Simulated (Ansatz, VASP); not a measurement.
P: VASP beside Ansatz

```
P
1.0
     5.78692    0.00000    0.00000
    -2.89346    5.01162    0.00000
     0.00000    0.00000    6.20386
P
12
Direct
  0.08184 0.72240 0.93715
  0.27760 0.35944 0.60382
  0.64056 0.91816 0.27048
  0.91816 0.27760 0.43715
  0.72240 0.64056 0.10382
  0.35944 0.08184 0.77048
  0.08184 0.35944 0.89618
  0.64056 0.72240 0.56285
  0.27760 0.91816 0.22952
  0.91816 0.64056 0.39618
  0.35944 0.27760 0.06285
  0.72240 0.08184 0.72952
```

Alike in both runs: task single point; functional PBE; k mesh 3 × 3 × 4; occupations gaussian, width 0.1 eV; no spin polarisation.

|  | VASP | Ansatz |
| --- | --- | --- |
| version | VASP 6.6.1 | Ansatz 0.2.0 |
| potentials or method | VASP PAW PBE potentials, release 64 (P), cutoff 520 eV | scalar-relativistic, plane waves, PAW |
| valence electrons in the cell | 60 | 60 |

```tsv
	VASP	Ansatz	Ansatz less VASP
gap on the k mesh at the Fermi level (eV)	none	none	-
pressure (GPa)	27.4	27.9	+0.48
traceless stress, the component that is largest in VASP (GPa)	-3.20	-3.16	+0.045
rms of the force components (eV/Å)	0.825	0.844	+0.0192
```

Atom by atom the forces differ by 0.022 eV/Å (rms over components). A gap of «none» marks a metal or a gap that the smearing closes.

The k mesh is coarse, so the values compare programs but aren't converged.
